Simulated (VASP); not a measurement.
# MgO (Fm-3m) in VASP: a series of runs

The runs below take MgO through single point, relaxation of cell and atoms, with r2SCAN.

Program: VASP 6.6.1. These are calculated values, not measurements. Logs are shortened: lines on timing, memory, paths and dates and some standing lists are left out, and cuts for length are marked.

**What was measured.**

From “Electronic structure of alkaline earth and post-transition metal oxides”, 2009, arxiv:0908.1581, for a bulk crystal of MgO: band gap 7.83 eV.

How close the calculation comes is told below.

### 1 The cell of the first run

It takes space group Fm-3m (No. 225, cubic). Conventional cell: a = 4.208 Å, b = 4.208 Å, c = 4.208 Å, α = 90.00°, β = 90.00°, γ = 90.00°. Within 2.8 Å of Mg (site symmetry m-3m) lie 6 O at 2.10 Å. O (site symmetry m-3m) has 6 Mg at 2.10 Å within 2.8 Å.

### 2 Single point, r2SCAN

File POSCAR:

```
MgO
1.0
    0.0000000000      2.1037661437      2.1037661437
    2.1037661437      0.0000000000      2.1037661437
    2.1037661437      2.1037661437      0.0000000000
Mg O
1 1
Direct
    0.0000000000      0.0000000000      0.0000000000
    0.5000000000      0.5000000000      0.5000000000
```

File INCAR.step1:

```
ALGO     = Normal         # electronic algorithm
EDIFF    = 1E-5           # SCF threshold, eV
ENCUT    = 750            # plane-wave cutoff, eV
GGA      = PE             # functional
GGA_COMPAT= False        
ISMEAR   = 0              # smearing method
LASPH    = True           # aspherical terms in the spheres
LCHARG   = False          # write CHGCAR
LREAL    = False          # projectors in reciprocal space
LWAVE    = True           # write WAVECAR
NBANDS   = 15             # bands
NELM     = 120            # most SCF steps
PREC     = Accurate       # precision mode
SIGMA    = 0.02           # smearing width, eV
```

File INCAR.step2:

```
ALGO     = Normal         # electronic algorithm
EDIFF    = 1E-6           # SCF threshold, eV
ENCUT    = 750            # plane-wave cutoff, eV
GGA_COMPAT= False        
ISIF     = 2              # what is computed and relaxed
ISMEAR   = 0              # smearing method
ISTART   = 1            
LASPH    = True           # aspherical terms in the spheres
LCHARG   = True           # write CHGCAR
LELF     = True           # ELF
LMIXTAU  = True         
LREAL    = False          # projectors in reciprocal space
LVHAR    = True         
LWAVE    = False          # write WAVECAR
METAGGA  = R2SCAN         # meta-GGA
NBANDS   = 15             # bands
NELM     = 120            # most SCF steps
PREC     = Accurate       # precision mode
SIGMA    = 0.02           # smearing width, eV
```

File KPOINTS:

```
k-points
0
Gamma
  8 8 8
```

Potentials or basis: VASP PAW PBE potentials, release 64 (Mg_sv, O).

Command:

```console
$ cat potpaw_PBE.64/Mg_sv/POTCAR potpaw_PBE.64/O/POTCAR > POTCAR
$ cp INCAR.step1 INCAR
$ mpirun -np 1 vasp_std > vasp.out
$ cp INCAR.step2 INCAR
$ mpirun -np 1 vasp_std > vasp.out
```

OUTCAR:

```text
EDIFF = 1E-6
   ENCUT = 750
   ISIF = 2
   ISMEAR = 0
   ISTART = 1
   LASPH = True
   LREAL = False
   METAGGA = R2SCAN
   NELM = 120
   PREC = Accurate

 ion  position               nearest neighbor table
   1  0.000  0.000  0.000-   2 2.10   2 2.10   2 2.10   2 2.10   2 2.10   2 2.10
   2  0.500  0.500  0.500-   1 2.10   1 2.10   1 2.10   1 2.10   1 2.10   1 2.10

  LATTYP: Found a face centered cubic cell.
 ALAT       =     4.2075322874

  Lattice vectors:

 A1 = (   0.0000000000,   2.1037661437,   2.1037661437)
 A2 = (   2.1037661437,   0.0000000000,   2.1037661437)
 A3 = (   2.1037661437,   2.1037661437,   0.0000000000)

Analysis of symmetry for initial positions (statically):
=====================================================================
 Subroutine PRICEL returns:
 Original cell was already a primitive cell.

 Routine SETGRP: Setting up the symmetry group for a
 face centered cubic supercell.

 Subroutine GETGRP returns: Found 48 space group operations
 (whereof 48 operations were pure point group operations)
 out of a pool of 48 trial point group operations.

The static configuration has the point symmetry O_h .

Analysis of symmetry for dynamics (positions and initial velocities):
=====================================================================
 Subroutine PRICEL returns:
 Original cell was already a primitive cell.

 Routine SETGRP: Setting up the symmetry group for a
 face centered cubic supercell.

 Subroutine GETGRP returns: Found 48 space group operations
 (whereof 48 operations were pure point group operations)
 out of a pool of 48 trial point group operations.

The dynamic configuration has the point symmetry O_h .

 Subroutine INISYM returns: Found 48 space group operations
 (whereof 48 operations are pure point group operations),
 and found     1 'primitive' translations

----------------------------------------------------------------------------------------

                                     Primitive cell

  volume of cell :      18.6218

  direct lattice vectors                    reciprocal lattice vectors
     0.000000000  2.103766144  2.103766144    -0.237669002  0.237669002  0.237669002
     2.103766144  0.000000000  2.103766144     0.237669002 -0.237669002  0.237669002
     2.103766144  2.103766144  0.000000000     0.237669002  0.237669002 -0.237669002

  length of vectors
     2.975174612  2.975174612  2.975174612     0.411654787  0.411654787  0.411654787

  position of ions in fractional coordinates (direct lattice)
     0.000000000  0.000000000  0.000000000
     0.500000000  0.500000000  0.500000000

  ion indices of the primitive-cell ions
   primitive index   ion index
                 1           1
                 2           2

----------------------------------------------------------------------------------------

 KPOINTS: k-points

Automatic generation of k-mesh.
 Grid dimensions read from file:
 generate k-points for:    8    8    8

 Generating k-lattice:

  Cartesian coordinates                     Fractional coordinates (reciprocal lattice)
    -0.029708625  0.029708625  0.029708625     0.125000000  0.000000000  0.000000000
     0.029708625 -0.029708625  0.029708625     0.000000000  0.125000000  0.000000000
     0.029708625  0.029708625 -0.029708625     0.000000000  0.000000000  0.125000000

  Length of vectors
     0.051456848  0.051456848  0.051456848

  Shift w.r.t. Gamma in fractional coordinates (k-lattice)
     0.000000000  0.000000000  0.000000000

 Subroutine IBZKPT returns following result:
 ===========================================

 Found     29 irreducible k-points:

 Following reciprocal coordinates:
            Coordinates               Weight
  0.000000  0.000000  0.000000      1.000000
  0.125000  0.000000  0.000000      8.000000
  0.250000  0.000000  0.000000      8.000000
  0.375000  0.000000  0.000000      8.000000
  0.500000  0.000000  0.000000      4.000000
  0.125000  0.125000  0.000000      6.000000
[... 16 lines left out ...]
  0.500000  0.250000  0.125000     48.000000
 -0.375000  0.250000  0.125000     24.000000
 [... further k-points ...]
   k-points           NKPTS =     29   k-points in BZ     NKDIM =     29   number of bands    NBANDS=     15
   number of dos      NEDOS =    301   number of ions     NIONS =      2
   total plane-waves  NPLWV =  21952
   dimension x,y,z NGX =    28 NGY =   28 NGZ =   28
   dimension x,y,z NGXF=    56 NGYF=   56 NGZF=   56
   ions per type =               1   1
   NGX,Y,Z   is equivalent  to a cutoff of  15.65, 15.65, 15.65 a.u.
   NGXF,Y,Z  is equivalent  to a cutoff of  31.29, 31.29, 31.29 a.u.
 SYSTEM =  unknown system
   PREC   = accura    normal or accurate (medium, high low for compatibility)
   ISTART =      1    job   : 0-new  1-cont  2-samecut
   ICHARG =      0    charge: 1-file 2-atom 10-const
   ISPIN  =      1    spin polarized calculation?
   LNONCOLLINEAR =      F non collinear calculations
[... 57 lines left out ...]
 Fermi energy:         2.8919955771

 k-point     1 :       0.0000    0.0000    0.0000
  band No.  band energies     occupation
      1     -72.4297      2.00000
      2     -37.5210      2.00000
      3     -37.5210      2.00000
      4     -37.5210      2.00000
      5     -15.6736      2.00000
      6       2.5296      2.00000
      7       2.5296      2.00000
      8       2.5296      2.00000
      9       8.2100      0.00000
     10      19.4100      0.00000
     11      19.4100      0.00000
     12      19.4100      0.00000
     13      23.5261      0.00000
     14      25.3608      0.00000
     15      25.3608      0.00000

 k-point     2 :       0.1250    0.0000    0.0000
  band No.  band energies     occupation
      1     -72.4285      2.00000
      2     -37.5337      2.00000
      3     -37.5221      2.00000
      4     -37.5221      2.00000
      5     -15.5081      2.00000
      6       1.6065      2.00000
      7       2.4229      2.00000
      8       2.4229      2.00000
      9       9.1078      0.00000
     10      17.7300      0.00000
     11      19.7928      0.00000
     12      19.7928      0.00000
     13      24.4384      0.00000
     14      24.4384      0.00000
     15      25.8096      0.00000

 k-point     3 :       0.2500    0.0000    0.0000
  band No.  band energies     occupation
      1     -72.4256      2.00000
      2     -37.5641      2.00000
      3     -37.5250      2.00000
      4     -37.5250      2.00000
      5     -15.0809      2.00000
      6      -0.1029      2.00000
      7       2.1765      2.00000
      8       2.1765      2.00000
      9      10.5827      0.00000
     10      16.2061      0.00000
     11      20.3577      0.00000
     12      20.3577      0.00000
     13      24.0464      0.00000
     14      24.0464      0.00000
     15      26.2014      0.00000

 k-point     4 :       0.3750    0.0000    0.0000
  band No.  band energies     occupation
      1     -72.4226      2.00000
      2     -37.5943      2.00000
      3     -37.5277      2.00000
      4     -37.5277      2.00000
      5     -14.6050      2.00000
      6      -1.5267      2.00000
      7       1.9443      2.00000
      8       1.9443      2.00000
      9      11.2963      0.00000
     10      16.1143      0.00000
     11      20.2341      0.00000
     12      20.2341      0.00000
     13      25.4125      0.00000
     14      25.4322      0.00000
     15      25.4322      0.00000
[... 307 lines left out ...]
 k-point    22 :       0.3750    0.2500    0.1250
  band No.  band energies     occupation
      1     -72.4233      2.00000
      2     -37.5695      2.00000
      3     -37.5399      2.00000
      4     -37.5293      2.00000
      5     -14.7853      2.00000
      6      -0.4687      2.00000
      7       1.3724      2.00000
      8       1.8989      2.00000
      9      12.0430      0.00000
     10      15.0369      0.00000
     11      18.9150      0.00000
     12      21.4264      0.00000
     13      21.8893      0.00000
     14      26.4351      0.00000
     15      30.0850      0.00000

 k-point    23 :       0.5000    0.2500    0.1250
  band No.  band energies     occupation
      1     -72.4210      2.00000
      2     -37.5856      2.00000
      3     -37.5477      2.00000
      4     -37.5334      2.00000
      5     -14.4186      2.00000
      6      -1.1678      2.00000
      7       0.7980      2.00000
      8       1.6420      2.00000
      9      13.0517      0.00000
     10      15.2821      0.00000
     11      17.7468      0.00000
     12      21.0241      0.00000
     13      23.5529      0.00000
     14      26.4310      0.00000
     15      30.2806      0.00000

 k-point    24 :      -0.3750    0.2500    0.1250
  band No.  band energies     occupation
      1     -72.4200      2.00000
      2     -37.5926      2.00000
      3     -37.5496      2.00000
      4     -37.5361      2.00000
      5     -14.2570      2.00000
      6      -1.4629      2.00000
      7       0.5900      2.00000
      8       1.5211      2.00000
      9      13.2040      0.00000
     10      15.9224      0.00000
     11      17.3066      0.00000
     12      20.7649      0.00000
     13      24.3884      0.00000
     14      26.1407      0.00000
     15      30.4171      0.00000

 [... further k-points ...]
[... 5 lines left out ...]
  --------------------------------------------------------------------------------------
  -------------------------------------------------------------------------------------
  Total       -0.0437463     -0.0437463     -0.0437463      0.0000000      0.0000000      0.0000000
  in kB       -3.7638232     -3.7638232     -3.7638232      0.0000000      0.0000000      0.0000000
  external PRESSURE =      -3.7638232 kB  Pullay stress =       0.0000000 kB

 VOLUME and BASIS-vectors are now :
 -----------------------------------------------------------------------------
  energy-cutoff  :      750.00
  volume of cell :       18.62
      direct lattice vectors                 reciprocal lattice vectors
     0.000000000  2.103766144  2.103766144    -0.237669002  0.237669002  0.237669002
     2.103766144  0.000000000  2.103766144     0.237669002 -0.237669002  0.237669002
     2.103766144  2.103766144  0.000000000     0.237669002  0.237669002 -0.237669002

 POSITION                                       TOTAL-FORCE (eV/Angst)
 -----------------------------------------------------------------------------------
      0.00000      0.00000      0.00000         0.000000     -0.000000      0.000000
      2.10377      2.10377      2.10377        -0.000000      0.000000     -0.000000
 -----------------------------------------------------------------------------------
    total drift:                                0.000000      0.000000      0.000000

  FREE ENERGIE OF THE ION-ELECTRON SYSTEM (eV)
  ---------------------------------------------------
  free  energy   TOTEN  =       -16.1628702403 eV

  energy  without entropy=      -16.1628702403  energy(sigma->0) =      -16.16287024
```

Run time: 38 s. Hardware: 1 thread of AMD EPYC 9R45 (Zen 5), shared host; peak memory 0.13 GiB.

What came out:

```yaml
Free_energy: -16.1629 eV
Pressure: -0.4 GPa
Band_gap_on_the_k_mesh: 5.68 eV
```

Caveat: the PAW data sets were made with another functional, which shifts forces and pressure a little.

### 3 Relaxation of cell and atoms, r2SCAN

This run uses another cell than the first one, of 9.59 Å³/atom.

File POSCAR:

```
MgO
1.0
    0.0000000000      2.1245000000      2.1245000000
    2.1245000000      0.0000000000      2.1245000000
    2.1245000000      2.1245000000      0.0000000000
Mg O
1 1
Direct
    0.0000000000      0.0000000000      0.0000000000
    0.5000000000      0.5000000000      0.5000000000
```

File INCAR.step1:

```
ALGO = Normal
EDIFF = 1E-5
EDIFFG = -0.005
ENCUT = 750
GGA = PE
GGA_COMPAT = False
IBRION = 2
ISIF = 3
ISMEAR = 0
LASPH = True
LCHARG = False
LREAL = False
LWAVE = True
NELM = 120
NELMIN = 4
NSW = 100
PREC = Accurate
SIGMA = 0.02
```

File INCAR.step2:

```
ALGO = Normal
EDIFF = 1E-7
EDIFFG = -0.002
ENCUT = 750
GGA_COMPAT = False
IBRION = 2
ISIF = 3
ISMEAR = 0
ISTART = 1
LASPH = True
LCHARG = False
LMIXTAU = True
LREAL = False
LWAVE = False
METAGGA = R2SCAN
NELM = 120
NELMIN = 4
NSW = 100
PREC = Accurate
SIGMA = 0.02
```

KPOINTS is that of step 2.

Potentials or basis: VASP PAW PBE potentials, release 64 (Mg_sv, O).

Command:

```console
$ cat potpaw_PBE.64/Mg_sv/POTCAR potpaw_PBE.64/O/POTCAR > POTCAR
$ cp INCAR.step1 INCAR
$ mpirun -np 1 vasp_std > vasp.out
$ cp INCAR.step2 INCAR
$ mpirun -np 1 vasp_std > vasp.out
```

Wall time 2.2 min (1 thread of Intel Xeon Platinum 8488C (Sapphire Rapids), shared host); peak memory 0.17 GiB.

It converged, with:

| Property | Result |
| --- | --- |
| Free energy | -16.1658 eV |
| Relaxed volume | 9.29 Å³/atom |
| Relaxed cell | a = 2.973 Å, b = 2.973 Å, c = 2.973 Å, α = 60.00°, β = 60.00°, γ = 60.00° |
| Space group after relaxing (to 0.1 Å) | Fm-3m (No. 225) |
| Energy gained by relaxing | 4.4 meV/atom |
| Ionic steps | 4 |
| Pressure after relaxing | 0.0 GPa |
| Band gap on the k mesh | 5.70 eV |

The path:
```tsv
step	energy change (eV)	largest force (eV/Å)	pressure (GPa)	volume (Å³)
1	0.0000	0.0000	-4.89	19.18
2	-0.0073	0.0000	1.86	18.38
3	-0.0087	0.0000	-0.15	18.60
4	-0.0087	0.0000	0.00	18.59
```

Final structure:
```
CELL_PARAMETERS angstrom
0.00000 2.10248 2.10248
2.10248 0.00000 2.10248
2.10248 2.10248 0.00000
ATOMIC_POSITIONS crystal
Mg 0.00000 0.00000 0.00000
O 0.50000 0.50000 0.50000
```

Levels at points of the mesh, in eV from the valence-band top:
| k point | band 5 | band 6 | band 7 | band 8 | band 9 | band 10 | band 11 | band 12 |
| --- | --- | --- | --- | --- | --- | --- | --- | --- |
| (0.00, 0.00, 0.00) | -18.21 | 0.00 | 0.00 | 0.00 | 5.70 | 16.89 | 16.89 | 16.89 |
| (0.50, 0.00, 0.00) | -16.92 | -4.62 | -0.68 | -0.68 | 8.86 | 13.90 | 17.56 | 17.56 |
| (0.50, 0.50, 0.00) | -16.71 | -4.09 | -1.37 | -1.37 | 10.05 | 11.21 | 14.37 | 20.54 |

Caveat: the PAW data sets were made with another functional, which shifts forces and pressure a little. r2SCAN opens gaps a little over a GGA but as a rule still falls short of measured ones.

### 4 Single point, r2SCAN

This run uses another cell than the first one, of 9.59 Å³/atom.

POSCAR is that of step 3.

File INCAR.step1:

```
  PREC = Accurate
  ENCUT = 750
  ISMEAR = 0
  SIGMA = 0.1
  LREAL = F
  LASPH = T
  NELM = 120
  NBANDS = 15
  GGA = PE
  ALGO = Normal
  EDIFF = 1E-5
  LWAVE = T
  LCHARG = F
  GGA_COMPAT = F
```

File INCAR.step2:

```
  PREC = Accurate
  ENCUT = 750
  EDIFF = 1E-6
  ISMEAR = 0
  SIGMA = 0.1
  LREAL = F
  LASPH = T
  NELM = 120
  ALGO = Normal
  ISIF = 2
  LWAVE = F
  LCHARG = F
  METAGGA = R2SCAN
  LMIXTAU = T
  NBANDS = 15
  ISTART = 1
  GGA_COMPAT = F
```

File KPOINTS:

```
Automatic mesh
0
Gamma
  8 8 8
```

Command:

```console
$ cat potpaw_PBE.64/Mg_sv/POTCAR potpaw_PBE.64/O/POTCAR > POTCAR
$ cp INCAR.step1 INCAR
$ mpirun -np 1 vasp_std > vasp.out
$ cp INCAR.step2 INCAR
$ mpirun -np 1 vasp_std > vasp.out
```

Run time: 50 s. Hardware: 1 thread of AMD EPYC 7R13 (Zen 3), shared host; peak memory 0.14 GiB.

The run converged. Its results:

| Quantity | Value |
| --- | --- |
| Free energy | -16.1571 eV |
| Pressure | -4.9 GPa |
| Band gap on the k mesh | 5.39 eV |

Levels at points of the mesh, in eV from the valence-band top:
```
           k point  band 4  band 5  band 6  band 7  band 8  band 9  band 10  band 11  band 12  band 13
(0.00, 0.00, 0.00)  -40.16  -18.06    0.00    0.00    0.00    5.39    16.71    16.71    16.71    20.74
(0.50, 0.00, 0.00)  -40.17  -16.85   -4.48   -0.65   -0.65    8.66    13.54    17.23    17.23    22.10
(0.50, 0.50, 0.00)  -40.19  -16.64   -3.97   -1.33   -1.33   10.00    10.87    14.02    20.05    20.05
```

Caveat: the cell stands under tension; the PAW data sets were made with another functional, which shifts forces and pressure a little. r2SCAN opens gaps a little over a GGA but as a rule still falls short of measured ones.

### 5 Summary

```tsv
task	cell	smearing	gap on the mesh (eV)	pressure (GPa)
single point	a = 2.975 Å, angles 60.0°, 2 atoms	gaussian 0.02 eV	5.68	-0.4
relaxation of cell and atoms	relaxed from a = 3.004 Å, angles 60.0°, 2 atoms	gaussian 0.02 eV	5.70	0.0
single point	a = 3.004 Å, angles 60.0°, 2 atoms	gaussian 0.1 eV	5.39	-4.9
```

Alike in all rows: level r2SCAN; potentials or basis VASP PAW PBE potentials, release 64 (Mg_sv, O); no spin polarisation; k mesh 8 × 8 × 8; cutoff (eV) 750.

Caveats: the PAW data sets were made with another functional, which shifts forces and pressure a little; the cell stands under tension (at least some runs).

Total energies depend on the potentials used, so only differences within one code and one set of settings carry meaning.

### 6 How close it comes

Step 2. Against the measured gap of MgO, 7.83 eV (quoted in “Electronic structure of alkaline earth and post-transition metal oxides”, 2009, arxiv:0908.1581), the calculated 5.68 eV is off by -2.15 eV. The value is that of r2SCAN, without temperature or zero-point motion.
